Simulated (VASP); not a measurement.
# Ge (I4_1/amd) in VASP: notebook

Ge is run at these levels: BLYP+D3(BJ), PBEsol; tasks: single point.

All numbers are computed with VASP 6.6.1; they aren't measurements. Logs are shortened: lines on timing, memory, paths and dates and some standing lists are left out, and cuts for length are marked.

## 1. The cell of the first run

The structure is tetragonal, space group I4_1/amd (No. 141). The conventional cell has a = 5.215 Å, b = 5.215 Å, c = 2.824 Å, α = 90.00°, β = 90.00°, γ = 90.00°. Ge (site symmetry -4m2) has 10 Ge at 2.70 to 3.36 Å within 3.6 Å.

## 2. Single point, BLYP+D3(BJ)

Contents of INCAR:

```
AGGAC = 1.0 ; AGGAX = 1.0
ALDAC = 0.0 ; ALDAX = 1.0
ALGO = Normal ; EDIFF = 1E-6
ENCUT = 520 ; GGA = B5
ISIF = 2 ; ISMEAR = -1
IVDW = 12 ; LASPH = True
LCHARG = False ; LREAL = False
LWAVE = False ; NBANDS = 21
NELM = 100 ; PREC = Accurate
SIGMA = 0.05 ; VDW_A1 = 0.4298
VDW_A2 = 4.2359 ; VDW_S6 = 1.0
VDW_S8 = 2.6996
```

Contents of KPOINTS:

```
k-points
0
Gamma
  11 11 11
```

Contents of POSCAR:

```
Ge
1.0
   -2.6076120009      2.6076120009      1.4120220274
    2.6076120009     -2.6076120009      1.4120220274
    2.6076120009      2.6076120009     -1.4120220274
Ge
2
Direct
    0.5000000000      0.5000000000      0.0000000000
    0.2500000000      0.7500000000      0.5000000000
```

Potentials or basis: VASP PAW PBE potentials, release 64 (Ge_d).

Started as:

```sh
cat potpaw_PBE.64/Ge_d/POTCAR > POTCAR
mpirun -np 1 vasp_std > vasp.out
```

OUTCAR:

```text
EDIFF = 1E-6
   ENCUT = 520
   GGA = B5
   ISIF = 2
   ISMEAR = -1
   IVDW = 12
   LASPH = True
   LREAL = False
   NELM = 100
   PREC = Accurate
 IVDW          = 12

 ion  position               nearest neighbor table
   1  0.500  0.500  0.000-   2 2.70   2 2.70   2 2.70   2 2.70
   2  0.250  0.750  0.500-   1 2.70   1 2.70   1 2.70   1 2.70

  LATTYP: Found a body centered tetragonal cell.
 ALAT       =     5.2152240018
 C/A-ratio  =     0.5415000494

  Lattice vectors:

 A1 = (  -2.6076120009,   2.6076120009,   1.4120220274)
 A2 = (   2.6076120009,  -2.6076120009,   1.4120220274)
 A3 = (   2.6076120009,   2.6076120009,  -1.4120220274)

Analysis of symmetry for initial positions (statically):
=====================================================================
 Subroutine PRICEL returns:
 Original cell was already a primitive cell.

 Routine SETGRP: Setting up the symmetry group for a
 body centered tetragonal supercell.

 Subroutine GETGRP returns: Found 16 space group operations
 (whereof  8 operations were pure point group operations)
 out of a pool of 16 trial point group operations.

The static configuration has the point symmetry D_2d.
 The point group associated with its full space group is D_4h.

Analysis of symmetry for dynamics (positions and initial velocities):
=====================================================================
 Subroutine PRICEL returns:
 Original cell was already a primitive cell.

 Routine SETGRP: Setting up the symmetry group for a
 body centered tetragonal supercell.

 Subroutine GETGRP returns: Found 16 space group operations
 (whereof  8 operations were pure point group operations)
 out of a pool of 16 trial point group operations.

The dynamic configuration has the point symmetry D_2d.
 The point group associated with its full space group is D_4h.

 Subroutine INISYM returns: Found 16 space group operations
 (whereof  8 operations are pure point group operations),
 and found     1 'primitive' translations

----------------------------------------------------------------------------------------

                                     Primitive cell

  volume of cell :      38.4050

  direct lattice vectors                    reciprocal lattice vectors
    -2.607612001  2.607612001  1.412022027     0.000000000  0.191746318  0.354102125
     2.607612001 -2.607612001  1.412022027     0.191746318  0.000000000  0.354102125
     2.607612001  2.607612001 -1.412022027     0.191746318  0.191746318  0.000000000

  length of vectors
     3.948808289  3.948808289  3.948808289     0.402684697  0.402684697  0.271170243

  position of ions in fractional coordinates (direct lattice)
     0.500000000  0.500000000  0.000000000
     0.250000000  0.750000000  0.500000000

  ion indices of the primitive-cell ions
   primitive index   ion index
                 1           1
                 2           2

----------------------------------------------------------------------------------------

 KPOINTS: k-points

Automatic generation of k-mesh.
 Grid dimensions read from file:
 generate k-points for:   11   11   11

 Generating k-lattice:

  Cartesian coordinates                     Fractional coordinates (reciprocal lattice)
     0.000000000  0.017431483  0.032191102     0.090909091 -0.000000000  0.000000000
     0.017431483  0.000000000  0.032191102    -0.000000000  0.090909091  0.000000000
     0.017431483  0.017431483  0.000000000     0.000000000  0.000000000  0.090909091

  Length of vectors
     0.036607700  0.036607700  0.024651840

  Shift w.r.t. Gamma in fractional coordinates (k-lattice)
     0.000000000  0.000000000  0.000000000

 Subroutine IBZKPT returns following result:
 ===========================================

 Found    126 irreducible k-points:

 Following reciprocal coordinates:
            Coordinates               Weight
  0.000000  0.000000  0.000000      1.000000
  0.090909 -0.000000  0.000000      8.000000
  0.181818  0.000000 -0.000000      8.000000
  0.272727 -0.000000  0.000000      8.000000
  0.363636 -0.000000  0.000000      8.000000
  0.454545 -0.000000  0.000000      8.000000
[... 16 lines left out ...]
 -0.272727  0.181818 -0.000000     16.000000
 -0.181818  0.181818  0.000000      4.000000
 [... further k-points ...]
   k-points           NKPTS =    126   k-points in BZ     NKDIM =    126   number of bands    NBANDS=     21
   number of dos      NEDOS =    301   number of ions     NIONS =      2
   total plane-waves  NPLWV =  27000
   dimension x,y,z NGX =    30 NGY =   30 NGZ =   30
   dimension x,y,z NGXF=    60 NGYF=   60 NGZF=   60
   ions per type =               2
   NGX,Y,Z   is equivalent  to a cutoff of  12.63, 12.63, 12.63 a.u.
   NGXF,Y,Z  is equivalent  to a cutoff of  25.26, 25.26, 25.26 a.u.
 SYSTEM =  unknown system
   PREC   = accura    normal or accurate (medium, high low for compatibility)
   ISTART =      0    job   : 0-new  1-cont  2-samecut
   ICHARG =      2    charge: 1-file 2-atom 10-const
   ISPIN  =      1    spin polarized calculation?
   LNONCOLLINEAR =      F non collinear calculations
   LSORBIT =      F    spin-orbit coupling
   LASPH  =      T    aspherical Exc in radial PAW
   ENCUT  =  520.0 eV  38.22 Ry    6.18 a.u.   7.34  7.34  7.34*2*pi/ulx,y,z
   NELM   =    100;   NELMIN=  2; NELMDL= -5     # of ELM steps
   EDIFF  = 0.1E-05   stopping-criterion for ELM
   LREAL  =      F    real-space projection
   EDIFFG = 0.1E-04   stopping-criterion for IOM
   NSW    =      0    number of steps for IOM
   IBRION =     -1    ionic relax: 0-MD 1-quasi-New 2-CG
   NFREE  =      0    steps in history (QN), initial steepest desc. (CG)
   ISIF   =      2    stress and relaxation
   ISYM   =      2    0-nonsym 1-usesym 2-fastsym
   POTIM  = 0.5000    time-step for ionic-motion
   TEBEG  =    0.0;   TEEND  =   0.0 temperature during run
   PSTRESS=    0.0 pullay stress
   NELECT =      28.0000    total number of electrons
   NUPDOWN=      -1.0000    fix difference up-down
   EMIN   =  10.00;   EMAX   =-10.00  energy-range for DOS
   EFERMI =   0.00;   METHOD = LEGACY
   ISMEAR =    -1;   SIGMA  =   0.05  broadening in eV -4-tet -1-fermi 0-gaus
   EFERMI_NEDOS =   21; number of points for ismear=-14 and -15
   IALGO  =     38    algorithm
   IMIX   =      4    mixing-type and parameters
     AMIX     =   0.40;   BMIX     =  1.00
     AMIX_MAG =   1.60;   BMIX_MAG =  1.00
  volume/ion in A,a.u.               =      19.20       129.58
  Fermi-wavevector in a.u.,A,eV,Ry     =   1.473437  2.784393 29.538492  2.171018
  Thomas-Fermi vector in A             =   2.588331
   LORBIT       =      0    0 simple, 1 ext, 2 COOP (PROOUT), +10 PAW based schemes
   GGA     = B5    functional components
   LHFCALC =     F    Hartree Fock is set to
   AEXX    =    0.0000 exact exchange contribution
   IVDW    =    12    specifies the selected vdW correction
   LEPSILON=     F    determine dielectric tensor
   LRPA    =     F    only Hartree local field effects (RPA)
 non-spin polarized calculation
  energy-cutoff  :      520.00
  volume of cell :       38.40
 maximum number of plane-waves:      1053
 NGX is ok and might be reduce to    30
   NGX = 15   NGY = 15   NGZ = 15

 number of electron      28.0000015 magnetization

 Free energy of the ion-electron system (eV)
  ---------------------------------------------------
  ext. energy  EPLUGINS =         0.00000000
  ---------------------------------------------------
  free energy    TOTEN  =        -6.84645600 eV

  energy without entropy =       -6.83880652  energy(sigma->0) =       -6.84263126

 E-fermi :   6.8402     XC(G=0): -10.5191

 val. band max:        6.8330600869   @ k =  -0.2727   0.1818  -0.0000
 cond. band min:       6.8503140118   @ k =   0.1818   0.0909   0.0000
 fundamental gap:      0.0172539249
 Fermi energy:         6.8402442540

 k-point     1 :       0.0000    0.0000    0.0000
  band No.  band energies     occupation
      1     -17.8535      2.00000
      2     -17.8158      2.00000
      3     -17.7852      2.00000
      4     -17.7803      2.00000
      5     -17.6871      2.00000
      6     -17.6871      2.00000
[... 13 lines left out ...]
     20      18.3707      0.00000
     21      19.3746      0.00000

 k-point     2 :       0.0909   -0.0000    0.0000
  band No.  band energies     occupation
      1     -17.8506      2.00000
      2     -17.8055      2.00000
      3     -17.7766      2.00000
      4     -17.7729      2.00000
      5     -17.6947      2.00000
      6     -17.6935      2.00000
[... 13 lines left out ...]
     20      18.3737      0.00000
     21      19.1990      0.00000

 k-point     3 :       0.1818    0.0000   -0.0000
  band No.  band energies     occupation
      1     -17.8416      2.00000
      2     -17.7799      2.00000
      3     -17.7666      2.00000
      4     -17.7460      2.00000
      5     -17.7103      2.00000
      6     -17.6988      2.00000
[... 13 lines left out ...]
     20      16.9071      0.00000
     21      17.6573      0.00000

 k-point     4 :       0.2727   -0.0000    0.0000
  band No.  band energies     occupation
      1     -17.8295      2.00000
      2     -17.7572      2.00000
      3     -17.7555      2.00000
      4     -17.7364      2.00000
      5     -17.7255      2.00000
      6     -17.6999      2.00000
[... 13 lines left out ...]
     20      15.6563      0.00000
     21      17.6755      0.00000

 k-point     5 :       0.3636   -0.0000    0.0000
  band No.  band energies     occupation
      1     -17.8191      2.00000
      2     -17.7570      2.00000
      3     -17.7543      2.00000
      4     -17.7457      2.00000
      5     -17.7251      2.00000
      6     -17.7107      2.00000
[... 13 lines left out ...]
     20      15.9662      0.00000
     21      18.5897      0.00000
[... 382 lines left out ...]
     20      17.4984      0.00000
     21      18.0266      0.00000

 k-point    22 :      -0.3636    0.1818   -0.0000
  band No.  band energies     occupation
      1     -17.8172      2.00000
      2     -17.7857      2.00000
      3     -17.7677      2.00000
      4     -17.7442      2.00000
      5     -17.7138      2.00000
      6     -17.6942      2.00000
[... 13 lines left out ...]
     20      17.7628      0.00000
     21      18.7929      0.00000

 k-point    23 :      -0.2727    0.1818   -0.0000
  band No.  band energies     occupation
      1     -17.8284      2.00000
      2     -17.8088      2.00000
      3     -17.7863      2.00000
      4     -17.7572      2.00000
      5     -17.7019      2.00000
      6     -17.6833      2.00000
[... 13 lines left out ...]
     20      19.2878      0.00000
     21      19.8089      0.00000

 k-point    24 :      -0.1818    0.1818    0.0000
  band No.  band energies     occupation
      1     -17.8376      2.00000
      2     -17.8180      2.00000
      3     -17.7936      2.00000
      4     -17.7666      2.00000
      5     -17.6946      2.00000
      6     -17.6801      2.00000
[... 13 lines left out ...]
     20      19.0697      0.00000
     21      19.4571      0.00000

 [... further k-points ...]

------------------------ aborting loop because EDIFF is reached ----------------------------------------

 Edisp (eV)   -1.59969

 E8    (eV) :    -1.1866

  FORCE on cell =-STRESS in cart. coord.  units (eV):
  Direction    XX          YY          ZZ          XY          YZ          ZX
  --------------------------------------------------------------------------------------
  -------------------------------------------------------------------------------------
  Total      -0.00629    -0.00629    -0.00973     0.00000    -0.00000     0.00000
  in kB      -0.26230    -0.26230    -0.40607     0.00000    -0.00000     0.00000
  external pressure =       -0.31 kB  Pullay stress =        0.00 kB

 VOLUME and BASIS-vectors are now :
 -----------------------------------------------------------------------------
  energy-cutoff  :      520.00
  volume of cell :       38.40
      direct lattice vectors                 reciprocal lattice vectors
    -2.607612001  2.607612001  1.412022027     0.000000000  0.191746318  0.354102125
     2.607612001 -2.607612001  1.412022027     0.191746318  0.000000000  0.354102125
     2.607612001  2.607612001 -1.412022027     0.191746318  0.191746318  0.000000000

 POSITION                                       TOTAL-FORCE (eV/Angst)
 -----------------------------------------------------------------------------------
      0.00000      0.00000      1.41202         0.000000      0.000000      0.000000
      2.60761     -0.00000      0.70601        -0.000000     -0.000000     -0.000000
 -----------------------------------------------------------------------------------
    total drift:                                0.000000     -0.000000      0.000000

  FREE ENERGIE OF THE ION-ELECTRON SYSTEM (eV)
  ---------------------------------------------------
  free  energy   TOTEN  =        -8.4461421169 eV

  energy  without entropy=       -8.4384926351  energy(sigma->0) =       -8.44231738
```

Run time: 98 s. Hardware: 1 thread of AMD EPYC 7R13 (Zen 3), shared host; peak memory 0.2 GiB.

Results:

- Free energy: -8.4461 eV
- Pressure: 0.0 GPa
- Band gap on the k mesh: zero (band 14 reaches 8.38 eV, above the bottom of band 15 at 4.12 eV)
- Dispersion energy per atom: -0.800 eV

Levels at points of the mesh, in eV from the Fermi level:
| k point | band 10 | band 11 | band 12 | band 13 | band 14 | band 15 | band 16 | band 17 | band 18 | band 19 |
| --- | --- | --- | --- | --- | --- | --- | --- | --- | --- | --- |
| (0.00, 0.00, 0.00) | -24.40 | -12.97 | -4.40 | -2.22 | -2.22 | 3.82 | 7.21 | 7.21 | 7.75 | 7.93 |

Caveat: the PAW data sets were made with another functional, which shifts forces and pressure a little; pairwise dispersion overbinds metals, which lowers pressure and volume.

## 3. Single point, PBEsol

This run uses another cell than the first one, of 18.52 Å³/atom, 0.965 times its volume.

Contents of INCAR:

```
SYSTEM = Ge
PREC = Accurate ; ENCUT = 520
EDIFF = 1E-6 ; ISMEAR = -1
SIGMA = 0.05 ; LREAL = .FALSE.
LASPH = .TRUE. ; NELM = 100
ALGO = Normal ; ISIF = 2
LWAVE = .FALSE. ; LCHARG = .FALSE.
GGA = PS ; NBANDS = 21
```

Contents of KPOINTS:

```
regular mesh
0
G
  11 11 11
  0 0 0
```

Contents of POSCAR:

```
Ge
1.0
   -2.5744897190      2.5744897190      1.3974126432
    2.5744897190     -2.5744897190      1.3974126432
    2.5744897190      2.5744897190     -1.3974126432
Ge
2
Direct
    0.5000000000      0.5000000000      0.0000000000
    0.2500000000      0.7500000000      0.5000000000
```

Potentials or basis: VASP PAW PBE potentials, release 64 (Ge_d).

Started as:

```sh
cat potpaw_PBE.64/Ge_d/POTCAR > POTCAR
mpirun -np 1 vasp_std > vasp.out
```

Wall time 71 s (1 thread of Intel Xeon Platinum 8259CL at 2.50GHz (Skylake/Cascade Lake), shared host); peak memory 0.22 GiB.

It converged, with:

```
Free energy            : -9.5413 eV
Pressure               : -0.7 GPa
Band gap on the k mesh : zero (band 14 reaches 8.39 eV, above the bottom of band 15 at 3.67 eV)
```

Stress tensor (GPa, compression positive):
```
-0.59  0.00  0.00
 0.00 -0.59  0.00
 0.00  0.00 -0.83
```

Levels at points of the mesh, in eV from the Fermi level:
```tsv
k point	band 10	band 11	band 12	band 13	band 14	band 15	band 16	band 17	band 18	band 19
(0.00, 0.00, 0.00)	-24.37	-13.34	-4.09	-2.36	-2.36	3.22	7.57	7.57	8.13	8.34
```

Caveat: the PAW data sets were made with another functional, which shifts forces and pressure a little.

## 4. Single point, PBEsol

This run uses another cell than the first one, of 14.67 Å³/atom, 0.764 times its volume.

Contents of INCAR:

```
SYSTEM = Ge
ALGO = Normal ; EDIFF = 1E-6
ENCUT = 520 ; GGA = PS
ISIF = 2 ; ISMEAR = -1
LASPH = .TRUE. ; LCHARG = .TRUE.
LELF = .TRUE. ; LREAL = .FALSE.
LVHAR = .TRUE. ; LWAVE = .FALSE.
NBANDS = 21 ; NELM = 80
PREC = Accurate ; SIGMA = 0.05
```

Contents of KPOINTS:

```
k-points
0
G
  11 11 11
  0 0 0
```

Contents of POSCAR:

```
Ge
1.0
   -2.3859172617      2.3859172617      1.2881531536
    2.3859172617     -2.3859172617      1.2881531536
    2.3859172617      2.3859172617     -1.2881531536
Ge
2
Direct
    0.5000000000      0.5000000000      0.0000000000
    0.2500000000      0.7500000000      0.5000000000
```

Started as:

```sh
cat potpaw_PBE.64/Ge_d/POTCAR > POTCAR
mpirun -np 1 vasp_std > vasp.out
```

Run time: 54 s. Hardware: 1 thread of Intel Xeon Platinum 8259CL at 2.50GHz (Skylake/Cascade Lake), shared host; peak memory 0.2 GiB.

Results (log left out):

| Item | Value |
| --- | --- |
| Free energy | -8.9771 eV |
| Pressure | 29.9 GPa |
| Band gap on the k mesh | zero (band 14 reaches 12.03 eV, above the bottom of band 15 at 5.61 eV) |

Levels at points of the mesh, in eV from the Fermi level:
| k point | band 10 | band 11 | band 12 | band 13 | band 14 | band 15 | band 16 | band 17 | band 18 | band 19 |
| --- | --- | --- | --- | --- | --- | --- | --- | --- | --- | --- |
| (0.00, 0.00, 0.00) | -24.51 | -15.65 | -3.38 | -3.20 | -3.20 | 2.58 | 9.13 | 9.13 | 10.20 | 10.56 |

Caveat: the PAW data sets were made with another functional, which shifts forces and pressure a little.

## 5. Overview

```csv
level,cell,gap on the mesh (eV),pressure (GPa)
BLYP+D3(BJ),"a = 3.949 Å, angles 97.3, 97.3, 138.1°, 2 atoms",none,0.0
PBEsol,"a = 3.900 Å, angles 97.4, 97.4, 138.0°, 2 atoms",none,-0.7
PBEsol,"a = 3.612 Å, angles 97.3, 97.3, 138.2°, 2 atoms",none,29.9
```

Alike in all rows: task single point; potentials or basis VASP PAW PBE potentials, release 64 (Ge_d); no spin polarisation; k mesh 11 × 11 × 11; cutoff (eV) 520; smearing fermi-dirac 0.05 eV.

Caveats: the PAW data sets were made with another functional, which shifts forces and pressure a little; pairwise dispersion overbinds metals, which lowers pressure and volume (some runs).

Absolute energies hang on the potentials; compare differences alone.
